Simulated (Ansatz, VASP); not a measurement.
**WS2 in VASP and in Ansatz**

```xyz
3
Lattice="3.1811 0.0000 0.0000 -1.5905 2.7549 0.0000 0.0000 0.0000 16.9507" Properties=species:S:1:pos:R:3 pbc="T T T"
W     0.0000    1.8366    0.0000
S     1.5905    0.9183   15.3917
S     1.5905    0.9183    1.5591
```

Alike in both runs: functional r2SCAN; k mesh 12 × 12 × 2; occupations gaussian, width 0.02 eV; no spin polarisation.

Ansatz relaxed the structure, and its values are those at the end. VASP's run is a single point on that final structure, the one shown.

|  | VASP | Ansatz |
| --- | --- | --- |
| version | VASP 6.6.1 | Ansatz 0.2.0 |
| potentials or method | VASP PAW PBE potentials, release 64 (W_sv, S), cutoff 520 eV | scalar-relativistic, plane waves, PAW |
| valence electrons in the cell | 26 | 26 |

|  | VASP | Ansatz | Ansatz less VASP |
| --- | --- | --- | --- |
| gap on the k mesh at the Fermi level (eV) | 1.91 | 1.90 | -0.015 |
| least direct gap on the mesh (eV) | 1.93 | 1.92 | -0.004 |
| rms of the force components (eV/Å) | 0.010 | 0.000 | -0.0101 |

VASP's potentials were made for PBE, not for r2SCAN.

Spin-orbit coupling is off throughout.
